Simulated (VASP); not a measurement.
# GdO (F-43m) in VASP: notebook

Runs on GdO. Level: PBEsol+U. Tasks: single point.

Program: VASP 6.6.1. These are calculated values, not measurements. Logs are shortened: lines on timing, memory, paths and dates and some standing lists are left out, and cuts for length are marked.

## 1. The cell of the first run

It takes space group F-43m (No. 216, cubic). Conventional cell: a = 5.400 Å, b = 5.400 Å, c = 5.400 Å, α = 90.00°, β = 90.00°, γ = 90.00°. Gd (site symmetry -43m) has 4 O at 2.34 Å within 3.1 Å. Within 3.1 Å of O (site symmetry -43m) lie 4 Gd at 2.34 Å.

## 2. Single point, PBEsol+U, collinear spin, ferrimagnetic start

INCAR

```
ALGO = Normal
EDIFF = 1E-6
ENCUT = 520
GGA = PS
ISIF = 2
ISMEAR = 0
ISPIN = 2
LASPH = True
LCHARG = False
LDAU = True
LDAUJ = 0 0
LDAUL = 3 -1
LDAUPRINT = 1
LDAUTYPE = 2
LDAUU = 4 0
LMAXMIX = 6
LORBIT = 11
LREAL = False
LWAVE = False
MAGMOM = 7.35 -0.1
NBANDS = 23
NELM = 150
PREC = Accurate
SIGMA = 0.05
```

KPOINTS

```
k-points
0
Gamma
  6 6 6
```

POSCAR

```
GdO
1.0
    0.0000000000      2.7000000000      2.7000000000
    2.7000000000      0.0000000000      2.7000000000
    2.7000000000      2.7000000000      0.0000000000
Gd O
1 1
Direct
    0.0000000000      0.0000000000      0.0000000000
    0.2500000000      0.2500000000      0.2500000000
```

Potentials or basis: VASP PAW PBE potentials, release 64 (Gd, O).

The run is started by

```console
$ cat potpaw_PBE.64/Gd/POTCAR potpaw_PBE.64/O/POTCAR > POTCAR
$ mpirun -np 1 vasp_std > vasp.out
```

OUTCAR:

```text
EDIFF = 1E-6
   ENCUT = 520
   GGA = PS
   ISIF = 2
   ISMEAR = 0
   ISPIN = 2
   LASPH = True
   LORBIT = 11
   LREAL = False
   NELM = 150
   PREC = Accurate

 ion  position               nearest neighbor table
   1  0.000  0.000  0.000-   2 2.34   2 2.34   2 2.34   2 2.34
   2  0.250  0.250  0.250-   1 2.34   1 2.34   1 2.34   1 2.34

  LATTYP: Found a face centered cubic cell.
 ALAT       =     5.4000000000

  Lattice vectors:

 A1 = (   0.0000000000,   2.7000000000,   2.7000000000)
 A2 = (   2.7000000000,   0.0000000000,   2.7000000000)
 A3 = (   2.7000000000,   2.7000000000,   0.0000000000)

Analysis of symmetry for initial positions (statically):
=====================================================================
 Subroutine PRICEL returns:
 Original cell was already a primitive cell.

 Routine SETGRP: Setting up the symmetry group for a
 face centered cubic supercell.

 Subroutine GETGRP returns: Found 24 space group operations
 (whereof 24 operations were pure point group operations)
 out of a pool of 48 trial point group operations.

The static configuration has the point symmetry T_d .

Analysis of symmetry for dynamics (positions and initial velocities):
=====================================================================
 Subroutine PRICEL returns:
 Original cell was already a primitive cell.

 Routine SETGRP: Setting up the symmetry group for a
 face centered cubic supercell.

 Subroutine GETGRP returns: Found 24 space group operations
 (whereof 24 operations were pure point group operations)
 out of a pool of 48 trial point group operations.

The dynamic configuration has the point symmetry T_d .

Analysis of structural, dynamic, and magnetic symmetry:
=====================================================================
 Subroutine PRICEL returns:
 Original cell was already a primitive cell.

 Routine SETGRP: Setting up the symmetry group for a
 face centered cubic supercell.

 Subroutine GETGRP returns: Found 24 space group operations
 (whereof 24 operations were pure point group operations)
 out of a pool of 48 trial point group operations.

The overall configuration has the point symmetry T_d .

 Subroutine INISYM returns: Found 24 space group operations
 (whereof 24 operations are pure point group operations),
 and found     1 'primitive' translations

----------------------------------------------------------------------------------------

                                     Primitive cell

  volume of cell :      39.3660

  direct lattice vectors                    reciprocal lattice vectors
     0.000000000  2.700000000  2.700000000    -0.185185185  0.185185185  0.185185185
     2.700000000  0.000000000  2.700000000     0.185185185 -0.185185185  0.185185185
     2.700000000  2.700000000  0.000000000     0.185185185  0.185185185 -0.185185185

  length of vectors
     3.818376618  3.818376618  3.818376618     0.320750150  0.320750150  0.320750150

  position of ions in fractional coordinates (direct lattice)
     0.000000000  0.000000000  0.000000000
[... 118 lines left out ...]
  0.0000  0.9966  0.0000 -0.0000  0.0000 -0.0000 -0.0000
 -0.0002  0.0000  0.9910 -0.0000 -0.0000  0.0000 -0.0000
 -0.0000 -0.0000 -0.0000  0.9908 -0.0000  0.0000  0.0000
 -0.0000  0.0000 -0.0000 -0.0000  0.9910 -0.0000  0.0002
 -0.0000 -0.0000  0.0000  0.0000 -0.0000  0.9912 -0.0000
  0.0000 -0.0000 -0.0000  0.0000  0.0002 -0.0000  0.9909

spin component  2

  0.0041  0.0000 -0.0002  0.0000 -0.0000  0.0000 -0.0000
  0.0000  0.0168  0.0000 -0.0000  0.0000 -0.0000 -0.0000
 -0.0002  0.0000  0.0042 -0.0000  0.0000  0.0000 -0.0000
  0.0000 -0.0000 -0.0000  0.0040 -0.0000 -0.0000 -0.0000
 -0.0000  0.0000  0.0000 -0.0000  0.0042  0.0000  0.0002
  0.0000 -0.0000  0.0000 -0.0000  0.0000  0.0043  0.0000
 -0.0000 -0.0000 -0.0000 -0.0000  0.0002  0.0000  0.0041

 occupancies and eigenvectors

  o =  0.0040  v =  0.0000  0.0000  0.0000  0.0000  0.0000  0.0000  0.0000  0.7906 -0.0000  0.6124  0.0002 -0.0022 -0.0000  0.0028      0.0000  0.0000  0.0000  0.0000  0.0000  0.0000  0.0000  0.0000  0.0000  0.0000  0.0000  0.0000  0.0000  0.0000
  o =  0.0040  v =  0.0000  0.0000  0.0000  0.0000  0.0000  0.0000  0.0000 -0.0028  0.0000 -0.0022  0.0014 -0.6124 -0.0000  0.7906      0.0000  0.0000  0.0000  0.0000  0.0000  0.0000  0.0000  0.0000  0.0000  0.0000  0.0000  0.0000  0.0000  0.0000
  o =  0.0040  v =  0.0000  0.0000  0.0000  0.0000  0.0000  0.0000  0.0000  0.0002  0.0000  0.0001 -1.0000 -0.0008  0.0000  0.0011      0.0000  0.0000  0.0000  0.0000  0.0000  0.0000  0.0000  0.0000  0.0000  0.0000  0.0000  0.0000  0.0000  0.0000
  o =  0.0043  v =  0.0000  0.0000  0.0000  0.0000  0.0000  0.0000  0.0000 -0.0065  0.0000  0.0084 -0.0000 -0.0021 -0.9999 -0.0016      0.0000  0.0000  0.0000  0.0000  0.0000  0.0000  0.0000  0.0000  0.0000  0.0000  0.0000  0.0000  0.0000  0.0000
  o =  0.0043  v =  0.0000  0.0000  0.0000  0.0000  0.0000  0.0000  0.0000  0.6123  0.0000 -0.7905  0.0000  0.0005 -0.0107  0.0004      0.0000  0.0000  0.0000  0.0000  0.0000  0.0000  0.0000  0.0000  0.0000  0.0000  0.0000  0.0000  0.0000  0.0000
  o =  0.0043  v =  0.0000  0.0000  0.0000  0.0000  0.0000  0.0000  0.0000 -0.0004 -0.0000  0.0005 -0.0000  0.7906 -0.0026  0.6124      0.0000  0.0000  0.0000  0.0000  0.0000  0.0000  0.0000  0.0000  0.0000  0.0000  0.0000  0.0000  0.0000  0.0000
  o =  0.0168  v =  0.0000  0.0000  0.0000  0.0000  0.0000  0.0000  0.0000  0.0000  1.0000  0.0000  0.0000  0.0000 -0.0000 -0.0000      0.0000  0.0000  0.0000  0.0000  0.0000  0.0000  0.0000  0.0000  0.0000  0.0000  0.0000  0.0000  0.0000  0.0000
  o =  0.9908  v =  0.0000  0.0000 -0.0000  0.9988  0.0300 -0.0000 -0.0388  0.0000  0.0000  0.0000  0.0000  0.0000  0.0000  0.0000      0.0000  0.0000  0.0000  0.0000  0.0000  0.0000  0.0000  0.0000  0.0000  0.0000  0.0000  0.0000  0.0000  0.0000
  o =  0.9908  v = -0.7906  0.0000 -0.6124 -0.0000 -0.0000 -0.0000  0.0000  0.0000  0.0000  0.0000  0.0000  0.0000  0.0000  0.0000      0.0000  0.0000  0.0000  0.0000  0.0000  0.0000  0.0000  0.0000  0.0000  0.0000  0.0000  0.0000  0.0000  0.0000
  o =  0.9908  v =  0.0000  0.0000  0.0000  0.0490 -0.6116  0.0000  0.7896  0.0000  0.0000  0.0000  0.0000  0.0000  0.0000  0.0000      0.0000  0.0000  0.0000  0.0000  0.0000  0.0000  0.0000  0.0000  0.0000  0.0000  0.0000  0.0000  0.0000  0.0000
  o =  0.9912  v =  0.0000 -0.0000 -0.0000  0.0000  0.4339  0.8359  0.3361  0.0000  0.0000  0.0000  0.0000  0.0000  0.0000  0.0000      0.0000  0.0000  0.0000  0.0000  0.0000  0.0000  0.0000  0.0000  0.0000  0.0000  0.0000  0.0000  0.0000  0.0000
  o =  0.9912  v =  0.0000  0.0000  0.0000 -0.0000  0.6609 -0.5488  0.5119  0.0000  0.0000  0.0000  0.0000  0.0000  0.0000  0.0000      0.0000  0.0000  0.0000  0.0000  0.0000  0.0000  0.0000  0.0000  0.0000  0.0000  0.0000  0.0000  0.0000  0.0000
  o =  0.9912  v = -0.6124 -0.0000  0.7906  0.0000  0.0000  0.0000 -0.0000  0.0000  0.0000  0.0000  0.0000  0.0000  0.0000  0.0000      0.0000  0.0000  0.0000  0.0000  0.0000  0.0000  0.0000  0.0000  0.0000  0.0000  0.0000  0.0000  0.0000  0.0000
  o =  0.9966  v =  0.0000 -1.0000 -0.0000  0.0000 -0.0000 -0.0000  0.0000  0.0000  0.0000  0.0000  0.0000  0.0000  0.0000  0.0000      0.0000  0.0000  0.0000  0.0000  0.0000  0.0000  0.0000  0.0000  0.0000  0.0000  0.0000  0.0000  0.0000  0.0000

 number of electron      23.9999990 magnetization       7.8614074

 Free energy of the ion-electron system (eV)
  ---------------------------------------------------
  ext. energy  EPLUGINS =         0.00000000
  ---------------------------------------------------
  free energy    TOTEN  =       -22.40164614 eV

  energy without entropy =      -22.39915594  energy(sigma->0) =      -22.40040104

 E-fermi :   3.9136     XC(G=0): -10.2930

 val. band max:        3.8908637498   @ k =   0.3333   0.1667   0.0000
 cond. band min:       4.0411373742   @ k =   0.5000   0.0000   0.0000
 fundamental gap:      0.1502736244
 Fermi energy:         3.9135504374

 spin component 1

 k-point     1 :       0.0000    0.0000    0.0000
  band No.  band energies     occupation
      1     -41.9471      1.00000
      2     -19.1460      1.00000
      3     -19.1460      1.00000
      4     -19.1460      1.00000
      5     -15.3954      1.00000
      6      -3.5812      1.00000
[... 405 lines left out ...]
     22      11.7576      0.00000
     23      13.4678      0.00000
 Fermi energy:         3.9135504374

 spin component 2

 k-point     1 :       0.0000    0.0000    0.0000
  band No.  band energies     occupation
      1     -38.7074      1.00000
      2     -16.7504      1.00000
      3     -16.7504      1.00000
      4     -16.7504      1.00000
      5     -15.2927      1.00000
      6      -1.5667      1.00000
[... 405 lines left out ...]
     22      13.2652      0.00000
     23      14.7464      0.00000

------------------------ aborting loop because EDIFF is reached ----------------------------------------

  FORCE on cell =-STRESS in cart. coord.  units (eV):
  Direction    XX          YY          ZZ          XY          YZ          ZX
  --------------------------------------------------------------------------------------
  -------------------------------------------------------------------------------------
  Total       -0.9760452     -0.9760452     -0.9760452      0.0000000      0.0000000      0.0000000
  in kB      -39.7245722    -39.7245722    -39.7245722      0.0000000      0.0000000      0.0000000
  external PRESSURE =     -39.7245722 kB  Pullay stress =       0.0000000 kB

 VOLUME and BASIS-vectors are now :
 -----------------------------------------------------------------------------
  energy-cutoff  :      520.00
  volume of cell :       39.37
      direct lattice vectors                 reciprocal lattice vectors
     0.000000000  2.700000000  2.700000000    -0.185185185  0.185185185  0.185185185
     2.700000000  0.000000000  2.700000000     0.185185185 -0.185185185  0.185185185
     2.700000000  2.700000000  0.000000000     0.185185185  0.185185185 -0.185185185

 POSITION                                       TOTAL-FORCE (eV/Angst)
 -----------------------------------------------------------------------------------
      0.00000      0.00000      0.00000        -0.000000     -0.000000      0.000000
      1.35000      1.35000      1.35000         0.000000      0.000000     -0.000000
 -----------------------------------------------------------------------------------
    total drift:                                0.000000      0.000000      0.000000

  FREE ENERGIE OF THE ION-ELECTRON SYSTEM (eV)
  ---------------------------------------------------
  free  energy   TOTEN  =       -22.4016461384 eV

  energy  without entropy=      -22.3991559393  energy(sigma->0) =      -22.40040104

 total charge

# of ion       s       p       d       f       tot
--------------------------------------------------
    1        2.033   5.621   0.511   6.977  15.142
    2        1.564   3.413   0.000   0.000   4.977
--------------------------------------------------
tot          3.597   9.034   0.511   6.977  20.119

 magnetization (x)

# of ion       s       p       d       f       tot
--------------------------------------------------
    1        0.005  -0.048   0.205   6.896   7.058
    2        0.003  -0.009   0.000   0.000  -0.006
--------------------------------------------------
tot          0.008  -0.057   0.205   6.896   7.051
```

Run time: 21 s. Hardware: 1 thread of Intel Xeon 6975P-C (Granite Rapids), shared host; peak memory 0.19 GiB.

What came out:

```yaml
Free_energy: -22.4016 eV
Pressure: -4.0 GPa
Net_moment: 7.86 μB per cell
Site_moments: Gd +7.06; O -0.01 μB
Valence_electrons_inside_the_program's_atomic_spheres: Gd 15.14; O 4.98
```

Eigenvalues of the final occupation matrices:
```tsv
site	spin	trace	eigenvalues
site 1 f	1	6.94	0.99 0.99 0.99 0.99 0.99 0.99 1.00
site 1 f	2	0.04	0.00 0.00 0.00 0.00 0.00 0.00 0.02
```

Caveat: the PAW data sets were made with another functional, which shifts forces and pressure a little; spin-orbit coupling is left out, which moves the levels of the heavy elements; a cell with one magnetic atom can't hold antiferromagnetic order, which such compounds often take.

## 3. Single point, PBEsol+U, collinear spin, ferromagnetic start

INCAR: that of step 2 with these lines changed.

```diff
@@ -19,3 +19,3 @@
 LWAVE = False
-MAGMOM = 7.35 -0.1
+MAGMOM = 7.7 0.01
 NBANDS = 23
```

KPOINTS is that of step 2.

POSCAR is that of step 2.

Potentials or basis: VASP PAW PBE potentials, release 64 (Gd, O).

The run is started by

```console
$ cat potpaw_PBE.64/Gd/POTCAR potpaw_PBE.64/O/POTCAR > POTCAR
$ mpirun -np 1 vasp_std > vasp.out
```

It took 20 s on 1 thread of Intel Xeon 6975P-C (Granite Rapids), shared host; peak memory 0.19 GiB.

It converged, with:

* Free energy: -22.4016 eV
* Pressure: -4.0 GPa
* Net moment: 7.86 μB per cell
* Site moments: Gd +7.06; O -0.01 μB
* Valence electrons inside the program's atomic spheres: Gd 15.14; O 4.98

Levels at points of the mesh, in eV from the Fermi level:
Spin up:
```csv
k point,band 14,band 15,band 16,band 17,band 18,band 19
"(0.00, 0.00, 0.00)",-5.56,-5.56,-2.39,2.40,2.40,4.38
"(0.50, 0.00, 0.00)",-5.17,-5.17,0.13,2.29,2.29,2.81
"(0.50, 0.50, 0.00)",-4.44,-4.44,-0.95,0.91,3.97,4.45
```
Spin down:
```csv
k point,band 5,band 6,band 7,band 8,band 9,band 10,band 11,band 12
"(0.00, 0.00, 0.00)",-19.21,-5.48,-5.48,-5.48,-1.17,1.83,1.83,1.83
"(0.50, 0.00, 0.00)",-18.02,-5.08,-5.08,-5.06,1.08,1.62,1.80,1.80
"(0.50, 0.50, 0.00)",-17.69,-6.02,-4.37,-4.37,0.84,1.17,1.84,1.90
```

Eigenvalues of the final occupation matrices:
```tsv
site	spin	trace	eigenvalues
site 1 f	1	6.94	0.99 0.99 0.99 0.99 0.99 0.99 1.00
site 1 f	2	0.04	0.00 0.00 0.00 0.00 0.00 0.00 0.02
```

Caveat: the PAW data sets were made with another functional, which shifts forces and pressure a little; spin-orbit coupling is left out, which moves the levels of the heavy elements; a cell with one magnetic atom can't hold antiferromagnetic order, which such compounds often take. The state reached can hang on the start; a lower one may exist.
